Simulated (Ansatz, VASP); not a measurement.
## One calculation of Sb, two programs

Contents of INCAR:

```
SYSTEM = Sb
ALGO = Normal ; EDIFF = 1E-6
ENCUT = 400 ; GGA = PE
GGA_COMPAT = .FALSE. ; ISIF = 2
ISMEAR = -1 ; LASPH = .TRUE.
LCHARG = .TRUE. ; LELF = .TRUE.
LREAL = .FALSE. ; LVHAR = .TRUE.
LWAVE = .FALSE. ; NBANDS = 12
NELM = 120 ; NELMDL = -8
PREC = Accurate ; SIGMA = 0.05
```

KPOINTS

```
k-points
0
G
  8 9 1
  0 0 0
```

POSCAR

```
Sb
1.0
    3.2305600000      0.0000000000      0.0000000000
    0.0000000000      3.1098000000      0.0000000000
    0.0000000000      0.0000000000     31.3600000000
Sb
2
Direct
    0.0000000000      0.0000000000      0.2463800000
    0.5000000000      0.0000000000      0.3276000000
```

The input input.yaml:

```yaml
crystal:
  lattice:
    - [3.23056, 0.0, 0.0]
    - [0.0, 3.1098, 0.0]
    - [0.0, 0.0, 31.36]
  atoms:
    - { symbol: Sb, position: [0.0, 0.0, 0.24638] }
    - { symbol: Sb, position: [0.5, 0.0, 0.3276] }
kpoints:
  mp_grid: { grid: [8, 9, 1] }
scf:
  occupations: { method: fermi_dirac, width: 0.05 }
hamiltonian:
  xc: pbe
  pseudopotentials: { kind: all_electron, lapw: { basis_error: 0.001 } }
output:
  forces: true
  stress: true
  eigenvalues: true
  populations: true
```

Alike in both runs: task single point; functional PBE; k mesh 8 × 9 × 1; occupations fermi-dirac, width 0.05 eV; no spin polarisation.

```csv
,VASP,Ansatz
version,VASP 6.6.1,Ansatz 0.2.0
potentials or method,"VASP PAW PBE potentials, release 64 (Sb), cutoff 400 eV","all-electron LAPW, scalar-relativistic"
```

```csv
,VASP,Ansatz,Ansatz less VASP
gap on the k mesh at the Fermi level (eV),none,none,-
rms of the force components (eV/Å),0.041,0.030,-0.0105
```

Atom by atom the forces differ by 0.010 eV/Å (rms over components). A gap of «none» marks a metal or a gap that the smearing closes. Ansatz ran all-electron here, and VASP with PAW potentials.

Spin-orbit coupling is off throughout.
